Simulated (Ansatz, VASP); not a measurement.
# Two plane-wave programs on Li2TaO3

The input INCAR:

```
PREC = Accurate
ENCUT = 520
EDIFF = 1E-7
ISMEAR = 0
SIGMA = 0.1
LREAL = False
LASPH = True
NELM = 100
ALGO = Normal
ISIF = 2
LWAVE = False
LCHARG = False
GGA = PE
NBANDS = 26
```

KPOINTS

```
regular mesh
0
Gamma
  6 6 2
```

POSCAR

```
Li2TaO3
1.0
    2.8794593800      0.0000000000      0.0000000000
    0.0000000000      2.8794593800      0.0000000000
    0.0000000000      0.0000000000      8.3110331600
Li Ta O
2 1 3
Direct
    0.0000000000      0.0000000000      0.9999432600
    0.5000000000      0.5000000000      0.5015775000
    0.5000000000      0.5000000000      0.1713354600
    0.0000000000      0.0000000000      0.6746923900
    0.0000000000      0.0000000000      0.3274696500
    0.5000000000      0.5000000000      0.8249817500
```

Input for Ansatz:

```yaml
crystal:
  lattice:
    - [2.87945938, 0.0, 0.0]
    - [0.0, 2.87945938, 0.0]
    - [0.0, 0.0, 8.31103316]
  atoms:
    - { symbol: Li, position: [0.0, 0.0, 0.99994326] }
    - { symbol: Li, position: [0.5, 0.5, 0.5015775] }
    - { symbol: Ta, position: [0.5, 0.5, 0.17133546] }
    - { symbol: O, position: [0.0, 0.0, 0.67469239] }
    - { symbol: O, position: [0.0, 0.0, 0.32746965] }
    - { symbol: O, position: [0.5, 0.5, 0.82498175] }
basis:
  ecutwfc: 420
kpoints:
  mp_grid: { grid: [6, 6, 2] }
hamiltonian:
  xc: pbe
scf:
  occupations: { method: gaussian, width: 0.1 }
  lower_state_search: "off"
output:
  forces: true
  stress: true
  eigenvalues: true
```

Change from the starting cell: species swapped into the MnAl2Cr3 type (P4mm, No. 99).

Alike in both runs: task single point; functional PBE; k mesh 6 × 6 × 2; occupations gaussian, width 0.1 eV; no spin polarisation.

|  | VASP | Ansatz |
| --- | --- | --- |
| version | VASP 6.6.1 | Ansatz 0.2.0 |
| potentials or method | VASP PAW PBE potentials, release 64 (Li_sv, Ta_pv, O), cutoff 520 eV | scalar-relativistic, plane waves, PAW |
| valence electrons in the cell | 35 | 37 |

|  | VASP | Ansatz | Ansatz less VASP |
| --- | --- | --- | --- |
| gap on the k mesh at the Fermi level (eV) | none | none | - |
| rms of the force components (eV/Å) | 1.583 | 1.586 | +0.0022 |

Atom by atom the forces differ by 0.007 eV/Å (rms over components). A gap of «none» marks a metal or a gap that the smearing closes. With one functional, cell and mesh, what is left measures potentials, basis and numerics. VASP's potentials hold 35 valence electrons a cell and Ansatz's 37, so a difference there can come from the potentials and not from the codes.

The k mesh is coarse, so the values compare programs but aren't converged. Spin-orbit coupling is off throughout. Noted on VASP's run: the cutoff is short for stress, so the pressure is rough.
